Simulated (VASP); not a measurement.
# ErO3H3 (Er(OH)3) in VASP: single point with PBE+U

Aim: the single point of ErO3H3 (Er(OH)3) with PBE+U.

Everything below comes from runs of VASP 6.6.1. Logs are shortened: lines on timing, memory, paths and dates and some standing lists are left out, and cuts for length are marked.

**1. The cell of the first run**

The cell holds a molecule in a box, 7 atoms: a = 13.500 Å, b = 14.190 Å, c = 9.040 Å, α = 90.00°, β = 90.00°, γ = 90.00°.

**2. Single point, PBE+U, collinear spin, ferromagnetic start**

INCAR reads:

```
ALGO     = Normal         # electronic algorithm
EDIFF    = 1E-6           # SCF threshold, eV
ENCUT    = 520            # plane-wave cutoff, eV
GGA      = PE             # functional
ISIF     = 2              # what is computed and relaxed
ISMEAR   = 0              # smearing method
ISPIN    = 2              # spin polarisation
LASPH    = T              # aspherical terms in the spheres
LCHARG   = T              # write CHGCAR
LDAU     = T              # DFT+U
LDAUJ    = 0 0 0        
LDAUL    = 3 -1 -1        # shell
LDAUPRINT= 1            
LDAUTYPE = 2            
LDAUU    = 5 0 0          # U, eV
LELF     = T              # ELF
LMAXMIX  = 6              # l up to which the mixer works
LORBIT   = 11             # projections on sites
LREAL    = F              # projectors in reciprocal space
LVHAR    = T            
LWAVE    = F              # write WAVECAR
MAGMOM   = 3 0 0 0 0 0 0  # initial moments
NBANDS   = 34             # bands
NELM     = 150            # most SCF steps
PREC     = Accurate       # precision mode
SIGMA    = 0.01           # smearing width, eV
```

KPOINTS reads:

```
k-points
0
Gamma
  1 1 1
```

POSCAR reads:

```
ErH3O3
1.0
   13.5000000000      0.0000000000      0.0000000000
    0.0000000000     14.1900000000      0.0000000000
    0.0000000000      0.0000000000      9.0400000000
Er O H
1 3 3
Direct
    0.4443259300      0.5000211400      0.4977876100
    0.5948044400      0.5000204400      0.5003152700
    0.3690866700      0.6240028200      0.5003152700
    0.3690866700      0.3760394600      0.5003152700
    0.6663103700      0.5000204400      0.5025022100
    0.3333340700      0.6829175500      0.5025022100
    0.3333333300      0.3171247400      0.5025022100
```

Potentials or basis: VASP PAW PBE potentials, release 64 (Er, O, H).

The run is started by

```console
> cat potpaw_PBE.64/Er/POTCAR potpaw_PBE.64/O/POTCAR potpaw_PBE.64/H/POTCAR > POTCAR
> mpirun -np 1 vasp_gam > vasp.out
```

OUTCAR:

```text
EDIFF = 1E-6
   ENCUT = 520
   GGA = PE
   ISIF = 2
   ISMEAR = 0
   ISPIN = 2
   LASPH = T
   LORBIT = 11
   LREAL = F
   NELM = 150
   PREC = Accurate

 ion  position               nearest neighbor table
   1  0.444  0.500  0.498-   2 2.03   3 2.03   4 2.03
   2  0.595  0.500  0.500-   5 0.97   1 2.03
   3  0.369  0.624  0.500-   6 0.97   1 2.03
   4  0.369  0.376  0.500-   7 0.97   1 2.03
   5  0.666  0.500  0.503-   2 0.97
   6  0.333  0.683  0.503-   3 0.97
   7  0.333  0.317  0.503-   4 0.97

  LATTYP: Found a simple orthorhombic cell.
 ALAT       =     9.0400000000
 B/A-ratio  =     1.4933628319
 C/A-ratio  =     1.5696902655

  Lattice vectors:

 A1 = (   0.0000000000,   0.0000000000,   9.0400000000)
 A2 = (  13.5000000000,   0.0000000000,   0.0000000000)
 A3 = (   0.0000000000,  14.1900000000,   0.0000000000)

Analysis of symmetry for initial positions (statically):
=====================================================================
 Subroutine PRICEL returns:
 Original cell was already a primitive cell.

 Routine SETGRP: Setting up the symmetry group for a
 simple orthorhombic supercell.

 Subroutine GETGRP returns: Found  2 space group operations
 (whereof  1 operations were pure point group operations)
 out of a pool of  8 trial point group operations.

The static configuration has the point symmetry C_1 .
 The point group associated with its full space group is C_1h.

Analysis of symmetry for dynamics (positions and initial velocities):
=====================================================================
 Subroutine PRICEL returns:
 Original cell was already a primitive cell.

 Routine SETGRP: Setting up the symmetry group for a
 simple orthorhombic supercell.

 Subroutine GETGRP returns: Found  2 space group operations
 (whereof  1 operations were pure point group operations)
 out of a pool of  8 trial point group operations.

The dynamic configuration has the point symmetry C_1 .
 The point group associated with its full space group is C_1h.

Analysis of structural, dynamic, and magnetic symmetry:
=====================================================================
 Subroutine PRICEL returns:
 Original cell was already a primitive cell.

 Routine SETGRP: Setting up the symmetry group for a
 simple orthorhombic supercell.

 Subroutine GETGRP returns: Found  2 space group operations
 (whereof  1 operations were pure point group operations)
 out of a pool of  8 trial point group operations.

The overall configuration has the point symmetry C_1 .
 The point group associated with its full space group is C_1h.

 Subroutine INISYM returns: Found  2 space group operations
 (whereof  1 operations are pure point group operations),
 and found     1 'primitive' translations

----------------------------------------------------------------------------------------

                                     Primitive cell

  volume of cell :    1731.7476

  direct lattice vectors                    reciprocal lattice vectors
    13.500000000  0.000000000  0.000000000     0.074074074  0.000000000  0.000000000
     0.000000000 14.190000000  0.000000000     0.000000000  0.070472163  0.000000000
     0.000000000  0.000000000  9.040000000     0.000000000  0.000000000  0.110619469

  length of vectors
    13.500000000 14.190000000  9.040000000     0.074074074  0.070472163  0.110619469

  position of ions in fractional coordinates (direct lattice)
     0.444325930  0.500021140  0.497787610
     0.594804440  0.500020440  0.500315270
[... 105 lines left out ...]
atom =   1  type =  1  l = 3

 onsite density matrix

spin component  1

  1.0051 -0.0005 -0.0004  0.0000  0.0000  0.0000  0.0000
 -0.0005  0.9967  0.0001  0.0000  0.0000  0.0000  0.0000
 -0.0004  0.0001  0.9993  0.0000  0.0000  0.0000  0.0000
  0.0000  0.0000  0.0000  0.9982  0.0006  0.0001  0.0002
  0.0000  0.0000  0.0000  0.0006  0.9993 -0.0004  0.0002
  0.0000  0.0000  0.0000  0.0001 -0.0004  0.9979  0.0004
  0.0000  0.0000  0.0000  0.0002  0.0002  0.0004  1.0072

spin component  2

  0.1775 -0.2057  0.2628  0.0000  0.0000  0.0000  0.0000
 -0.2057  0.9443  0.0656  0.0000  0.0000  0.0000  0.0000
  0.2628  0.0656  0.9140  0.0000  0.0000  0.0000  0.0000
  0.0000  0.0000  0.0000  0.6322 -0.3182 -0.3509  0.0294
  0.0000  0.0000  0.0000 -0.3182  0.1905  0.1600 -0.1282
  0.0000  0.0000  0.0000 -0.3509  0.1600  0.2464  0.1646
  0.0000  0.0000  0.0000  0.0294 -0.1282  0.1646  0.9580

 occupancies and eigenvectors

  o =  0.0117  v =  0.0000  0.0000  0.0000  0.0000  0.0000  0.0000  0.0000  0.0000  0.0000  0.0000 -0.1039  0.6308 -0.7377  0.2170      0.0000  0.0000  0.0000  0.0000  0.0000  0.0000  0.0000  0.0000  0.0000  0.0000  0.0000  0.0000  0.0000  0.0000
  o =  0.0139  v =  0.0000  0.0000  0.0000  0.0000  0.0000  0.0000  0.0000  0.0000  0.0000  0.0000  0.6000  0.6493  0.4672 -0.0120      0.0000  0.0000  0.0000  0.0000  0.0000  0.0000  0.0000  0.0000  0.0000  0.0000  0.0000  0.0000  0.0000  0.0000
  o =  0.0417  v =  0.0000  0.0000  0.0000  0.0000  0.0000  0.0000  0.0000  0.9262  0.2327 -0.2965  0.0000  0.0000  0.0000  0.0000      0.0000  0.0000  0.0000  0.0000  0.0000  0.0000  0.0000  0.0000  0.0000  0.0000  0.0000  0.0000  0.0000  0.0000
  o =  0.9959  v =  0.0000  0.0000  0.0000  0.0000  0.0000  0.0000  0.0000  0.1772 -0.9632 -0.2022  0.0000  0.0000  0.0000  0.0000      0.0000  0.0000  0.0000  0.0000  0.0000  0.0000  0.0000  0.0000  0.0000  0.0000  0.0000  0.0000  0.0000  0.0000
  o =  0.9966  v =  0.0000  0.0000  0.0000  0.0000  0.0000  0.0000  0.0000  0.0000  0.0000  0.0000  0.7932 -0.4068 -0.4526  0.0239      0.0000  0.0000  0.0000  0.0000  0.0000  0.0000  0.0000  0.0000  0.0000  0.0000  0.0000  0.0000  0.0000  0.0000
  o =  0.9966  v =  0.0510  0.9976 -0.0477  0.0000  0.0000  0.0000  0.0000  0.0000  0.0000  0.0000  0.0000  0.0000  0.0000  0.0000      0.0000  0.0000  0.0000  0.0000  0.0000  0.0000  0.0000  0.0000  0.0000  0.0000  0.0000  0.0000  0.0000  0.0000
  o =  0.9976  v =  0.0000  0.0000  0.0000  0.4442 -0.3437 -0.8267  0.0337  0.0000  0.0000  0.0000  0.0000  0.0000  0.0000  0.0000      0.0000  0.0000  0.0000  0.0000  0.0000  0.0000  0.0000  0.0000  0.0000  0.0000  0.0000  0.0000  0.0000  0.0000
  o =  0.9981  v =  0.0000  0.0000  0.0000  0.8230 -0.2079  0.5270 -0.0404  0.0000  0.0000  0.0000  0.0000  0.0000  0.0000  0.0000      0.0000  0.0000  0.0000  0.0000  0.0000  0.0000  0.0000  0.0000  0.0000  0.0000  0.0000  0.0000  0.0000  0.0000
  o =  0.9982  v =  0.0000  0.0000  0.0000  0.0000  0.0000  0.0000  0.0000 -0.3327  0.1347 -0.9334  0.0000  0.0000  0.0000  0.0000      0.0000  0.0000  0.0000  0.0000  0.0000  0.0000  0.0000  0.0000  0.0000  0.0000  0.0000  0.0000  0.0000  0.0000
  o =  0.9993  v =  0.0684  0.0442  0.9967  0.0000  0.0000  0.0000  0.0000  0.0000  0.0000  0.0000  0.0000  0.0000  0.0000  0.0000      0.0000  0.0000  0.0000  0.0000  0.0000  0.0000  0.0000  0.0000  0.0000  0.0000  0.0000  0.0000  0.0000  0.0000
  o =  0.9996  v =  0.0000  0.0000  0.0000 -0.3529 -0.9154  0.1920  0.0261  0.0000  0.0000  0.0000  0.0000  0.0000  0.0000  0.0000      0.0000  0.0000  0.0000  0.0000  0.0000  0.0000  0.0000  0.0000  0.0000  0.0000  0.0000  0.0000  0.0000  0.0000
  o =  1.0049  v =  0.0000  0.0000  0.0000  0.0000  0.0000  0.0000  0.0000  0.0000  0.0000  0.0000 -0.0110  0.1223 -0.1809 -0.9758      0.0000  0.0000  0.0000  0.0000  0.0000  0.0000  0.0000  0.0000  0.0000  0.0000  0.0000  0.0000  0.0000  0.0000
  o =  1.0052  v = -0.9964  0.0541  0.0659  0.0000  0.0000  0.0000  0.0000  0.0000  0.0000  0.0000  0.0000  0.0000  0.0000  0.0000      0.0000  0.0000  0.0000  0.0000  0.0000  0.0000  0.0000  0.0000  0.0000  0.0000  0.0000  0.0000  0.0000  0.0000
  o =  1.0072  v =  0.0000  0.0000  0.0000  0.0275  0.0271  0.0443  0.9983  0.0000  0.0000  0.0000  0.0000  0.0000  0.0000  0.0000      0.0000  0.0000  0.0000  0.0000  0.0000  0.0000  0.0000  0.0000  0.0000  0.0000  0.0000  0.0000  0.0000  0.0000

 number of electron      43.0000013 magnetization       3.0000002

 Free energy of the ion-electron system (eV)
  ---------------------------------------------------
  ext. energy  EPLUGINS =         0.00000000
  ---------------------------------------------------
  free energy    TOTEN  =       -39.61380305 eV

  energy without entropy =      -39.61380305  energy(sigma->0) =      -39.61380305

 E-fermi :  -6.0312     XC(G=0):  -0.9712

 val. band max:       -6.1161569604   @ k =   0.0000   0.0000   0.0000
 cond. band min:      -2.8722362226   @ k =   0.0000   0.0000   0.0000
 fundamental gap:      3.2439207378
 Fermi energy:        -6.0311575527

 spin component 1

 k-point     1 :       0.0000    0.0000    0.0000
  band No.  band energies     occupation
      1     -54.6550      1.00000
      2     -28.7313      1.00000
      3     -28.7295      1.00000
      4     -28.6672      1.00000
      5     -22.8429      1.00000
      6     -22.3863      1.00000
[... 25 lines left out ...]
     32       0.6694      0.00000
     33       0.9354      0.00000
 Fermi energy:        -6.0311575527

 spin component 2

 k-point     1 :       0.0000    0.0000    0.0000
  band No.  band energies     occupation
      1     -53.3213      1.00000
      2     -27.8829      1.00000
      3     -27.8800      1.00000
      4     -27.7662      1.00000
      5     -22.8237      1.00000
      6     -22.2929      1.00000
[... 25 lines left out ...]
     32       0.6936      0.00000
     33       0.9568      0.00000
 [bands above 33 left out]

------------------------ aborting loop because EDIFF is reached ----------------------------------------

  FORCE on cell =-STRESS in cart. coord.  units (eV):
  Direction    XX          YY          ZZ          XY          YZ          ZX
  --------------------------------------------------------------------------------------
  -------------------------------------------------------------------------------------
  Total       -0.8511943     -0.7581996     -0.1062000      0.0000000      0.0000000      0.0130986
  in kB       -0.7875075     -0.7014707     -0.0982541      0.0000000      0.0000000      0.0121186
  external PRESSURE =      -0.5290775 kB  Pullay stress =       0.0000000 kB

 VOLUME and BASIS-vectors are now :
 -----------------------------------------------------------------------------
  energy-cutoff  :      520.00
  volume of cell :     1731.75
      direct lattice vectors                 reciprocal lattice vectors
    13.500000000  0.000000000  0.000000000     0.074074074  0.000000000  0.000000000
     0.000000000 14.190000000  0.000000000     0.000000000  0.070472163  0.000000000
     0.000000000  0.000000000  9.040000000     0.000000000  0.000000000  0.110619469

 POSITION                                       TOTAL-FORCE (eV/Angst)
 -----------------------------------------------------------------------------------
      5.99840      7.09530      4.50000        -0.014747      0.000000      0.016346
      8.02986      7.09529      4.52285        -0.078764      0.000000     -0.015522
      4.98267      8.85460      4.52285         0.061993     -0.030851     -0.001121
      4.98267      5.33600      4.52285         0.061993      0.030851     -0.001121
      8.99519      7.09529      4.54262        -0.104192      0.000000      0.009381
      4.50001      9.69060      4.54262         0.036858     -0.098811     -0.003982
      4.50000      4.50000      4.54262         0.036858      0.098811     -0.003982
 -----------------------------------------------------------------------------------
    total drift:                               -0.001691      0.016353     -0.002136

  FREE ENERGIE OF THE ION-ELECTRON SYSTEM (eV)
  ---------------------------------------------------
  free  energy   TOTEN  =       -39.6138030522 eV

  energy  without entropy=      -39.6138030522  energy(sigma->0) =      -39.61380305

 total charge

# of ion       s       p       d       f       tot
--------------------------------------------------
    1        2.054   5.837   0.591  11.055  19.537
    2        1.553   3.569   0.000   0.000   5.122
    3        1.553   3.569   0.000   0.000   5.122
    4        1.553   3.569   0.000   0.000   5.122
    5        0.623   0.126   0.000   0.000   0.749
    6        0.623   0.126   0.000   0.000   0.749
    7        0.623   0.126   0.000   0.000   0.749
--------------------------------------------------
tot          8.583  16.923   0.591  11.055  37.151

 magnetization (x)

# of ion       s       p       d       f       tot
--------------------------------------------------
    1       -0.000  -0.022   0.026   2.940   2.943
    2       -0.001   0.007   0.000   0.000   0.006
    3       -0.001   0.006   0.000   0.000   0.005
    4       -0.001   0.006   0.000   0.000   0.005
    5       -0.001   0.000   0.000   0.000  -0.000
    6       -0.001   0.000   0.000   0.000  -0.001
    7       -0.001   0.000   0.000   0.000  -0.001
--------------------------------------------------
tot         -0.005  -0.002   0.026   2.940   2.958
```

It took 22 min on 1 thread of Intel Xeon Platinum 8259CL at 2.50GHz (Skylake/Cascade Lake), shared host; peak memory 1.9 GiB.

Results:

```
Free energy                                           : -39.6138 eV
Largest force                                         : 0.106 eV/Å
Gap between the frontier levels                       : 3.24 eV
Net moment                                            : 3.00 μB per cell
Site moments                                          : Er +2.94; O +0.01; H -0.00 μB
Valence electrons inside the program's atomic spheres : Er 19.54; O 5.12; H 0.75
```

Forces in eV/Å, atoms in the order of the input:
```
Er  -0.015  0.000  0.016
O   -0.079  0.000 -0.016
O    0.062 -0.031 -0.001
O    0.062  0.031 -0.001
H   -0.104  0.000  0.009
H    0.037 -0.099 -0.004
H    0.037  0.099 -0.004
```

Levels at points of the mesh, in eV from the valence-band top:
Spin up:
```csv
k point,band 21,band 22,band 23,band 24,band 25,band 26
"(0.00, 0.00, 0.00)",-0.45,-0.25,0.00,3.95,5.75,6.11
```
Spin down:
```tsv
k point	band 18	band 19	band 20	band 21	band 22	band 23
(0.00, 0.00, 0.00)	-0.40	-0.24	-0.10	3.24	3.29	3.33
```

Eigenvalues of the final occupation matrices:
```
    site  spin  trace                         eigenvalues
site 1 f     1   7.00  1.00 1.00 1.00 1.00 1.00 1.01 1.01
site 1 f     2   4.06  0.01 0.01 0.04 1.00 1.00 1.00 1.00
```

Caveat: the magnetic or orbital state may not be the lowest; spin-orbit coupling is left out, which moves the levels of the heavy elements. The state reached can hang on the start; a lower one may exist.
